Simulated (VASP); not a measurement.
Input of a VASP 6.6.1 run:

The input POSCAR:

```
N
1.0
    9.0000000000      0.0000000000      0.0000000000
    0.0000000000      9.5000000000      0.0000000000
    0.0000000000      0.0000000000     10.0000000000
N
2
Direct
    0.5000000000      0.5000000000      0.4453607750
    0.5000000000      0.5000000000      0.5546392250
```

INCAR.step1

```
SYSTEM = N
  PREC = Accurate
  ENCUT = 520
  ISMEAR = -1
  SIGMA = 0.05
  LREAL = .FALSE.
  LASPH = .TRUE.
  NELM = 60
  NBANDS = 12
  GGA = PE
  ALGO = Normal
  EDIFF = 1E-4
  LWAVE = .TRUE.
  LCHARG = .FALSE.
```

Contents of INCAR.step2:

```
SYSTEM = N
  PREC = Accurate
  ENCUT = 520
  EDIFF = 1E-6
  ISMEAR = -1
  SIGMA = 0.05
  LREAL = .FALSE.
  LASPH = .TRUE.
  NELM = 60
  ALGO = Normal
  ISIF = 2
  LWAVE = .FALSE.
  LCHARG = .TRUE.
  METAGGA = R2SCAN
  LMIXTAU = .TRUE.
  LELF = .TRUE.
  LVHAR = .TRUE.
  NBANDS = 12
  ISTART = 1
```

The input KPOINTS:

```
regular mesh
0
G
  1 1 1
  0 0 0
```

Potentials or basis: VASP PAW PBE potentials, release 64 (N).

The run is started by

```sh
$ cat potpaw_PBE.64/N/POTCAR > POTCAR
$ cp INCAR.step1 INCAR
$ mpirun -np 1 vasp_gam > vasp.out
$ cp INCAR.step2 INCAR
$ mpirun -np 1 vasp_gam > vasp.out
```

Question: Estimate the gap between the frontier levels.

Answer: 9.09 eV.

Question: Predict the largest force.

Answer: 2.358 eV/Å.

Forces in eV/Å, atoms in the order of the input:
```
N    0.000  0.000 -2.358
N    0.000  0.000  2.358
```

Caveat: the standard files for N, O and F lose accuracy on very short bonds; the PAW data sets were made with another functional, which shifts forces and pressure a little.
